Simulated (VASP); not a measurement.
Input of a VASP 6.6.1 run:

INCAR

```
ALGO = Normal ; EDIFF = 1E-8
ENCUT = 600 ; GGA = PS
GGA_COMPAT = False ; IBRION = 6
ISIF = 3 ; ISMEAR = -1
ISPIN = 2 ; KPAR = 4
LASPH = True ; LCHARG = True
LMAXMIX = 4 ; LORBIT = 11
LREAL = False ; LWAVE = False
MAGMOM = 2.7 1.8 ; NELM = 200
NFREE = 2 ; NSW = 1
POTIM = 0.015 ; PREC = Accurate
SIGMA = 0.05
```

Contents of KPOINTS:

```
k-points
0
Gamma
  16 16 16
```

The input POSCAR:

```
FeCo
1.0
    2.8003819847      0.0000000000      0.0000000000
    0.0000000000      2.8003819847      0.0000000000
    0.0000000000      0.0000000000      2.8003819847
Fe Co
1 1
Direct
    0.5000000000      0.5000000000      0.5000000000
    0.0000000000      0.0000000000      0.0000000000
```

Potentials or basis: VASP PAW PBE potentials, release 64 (Fe, Co).

Command:

```sh
$ cat potpaw_PBE.64/Fe/POTCAR potpaw_PBE.64/Co/POTCAR > POTCAR
$ mpirun -np 4 vasp_std > vasp.out
```

**Question.** What does it give for the elastic constants C11, C12, C44?

**Answer.** 297, 173, 142 GPa.

**Question.** Estimate the Voigt bulk modulus.

**Answer.** 214 GPa.

**Question.** Predict the net moment.

**Answer.** 4.44 μB per cell.

Phonon frequencies in cm⁻¹ (negative: imaginary):
| q point | frequencies |
| --- | --- |
| (0.000, 0.000, 0.000) | 0 0 0 248 248 248 |

Caveat: the PAW data sets were made with another functional, which shifts forces and pressure a little.
